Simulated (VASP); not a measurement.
Runs of VASP 6.6.1 on MgS (zincblende type). The structure is that of space group F-43m (No. 216), or close to it. The cells are those of the table. 

```csv
task,level,potentials or basis,cell,gap on the mesh (eV),pressure (GPa)
single point,LDA,"VASP PAW LDA potentials, release 64 (Mg, S)","a = 4.028 Å, angles 60.0°, 2 atoms",(b),-3.3
single point,PBE,"VASP PAW PBE potentials, release 64 (Mg, S)","a = 4.028 Å, angles 60.0°, 2 atoms",(a),-0.1
electric field gradients,PBEsol,"VASP PAW PBE potentials, release 64 (Mg, S)","a = 4.028 Å, angles 60.0°, 2 atoms",3.21,-1.4
single point,PBEsol,"VASP PAW PBE potentials, release 64 (Mg, S)","a = 4.028 Å, angles 60.0°, 2 atoms",3.21,-1.4
electric field gradients,PBE,"VASP PAW PBE potentials, release 64 (Mg, S)","a = 3.994 Å, angles 60.0°, 2 atoms",3.49,1.3
```

Alike in all rows: no spin polarisation; k mesh 13 × 13 × 13; cutoff (eV) 520; smearing fermi-dirac 0.05 eV.

**Question.** Fill in the values left out.

**Answer.** (a) 3.37; (b) 3.10.

Caveats: the PAW data sets were made with another functional, which shifts forces and pressure a little (some runs).

A k mesh can miss the band edges.
